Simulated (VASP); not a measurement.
Input of a VASP 6.6.1 run:

The input INCAR:

```
SYSTEM = PtSeS4
ALGO = Normal
EDIFF = 1E-6
ENCUT = 520
GGA = PE
ISIF = 2
ISMEAR = 0
LASPH = .TRUE.
LCHARG = .FALSE.
LREAL = .FALSE.
LWAVE = .FALSE.
NBANDS = 29
NELM = 80
PREC = Accurate
SIGMA = 0.1
```

KPOINTS

```
k-points
0
G
  4 4 4
  0 0 0
```

Contents of POSCAR:

```
PtSeS4
1.0
   -3.2232746700      3.2232746700      2.7663179500
    3.2232746700     -3.2232746700      2.7663179500
    3.2232746700      3.2232746700     -2.7663179500
Pt Se S
1 1 4
Direct
    0.0000000000      0.0000000000      0.0000000000
    0.5000000000      0.5000000000      0.0000000000
    0.9157789900      0.4157789900      0.8315579900
    0.5842210100      0.0842210100      0.1684420100
    0.0842210100      0.9157789900      0.5000000000
    0.4157789900      0.5842210100      0.5000000000
```

Potentials or basis: VASP PAW PBE potentials, release 64 (Pt, Se, S).

Launch:

```sh
$ cat potpaw_PBE.64/Pt/POTCAR potpaw_PBE.64/Se/POTCAR potpaw_PBE.64/S/POTCAR > POTCAR
$ mpirun -np 1 vasp_std > vasp.out
```

Problem. What does it give for the band gap on the k mesh?

Solution. Zero (bands 20 and 21 overlap by 0.21 eV).

Problem. Predict the pressure.

Solution. -5.7 GPa.

Problem. Predict the largest force.

Solution. 0.169 eV/Å.

Stress tensor (GPa, compression positive):
```
-9.95  0.00  0.00
 0.00 -9.95  0.00
 0.00  0.00  2.73
```

Caveat: the k points lie up to 0.37 Å⁻¹ apart; spin-orbit coupling is left out, which moves the levels of the heavy elements.
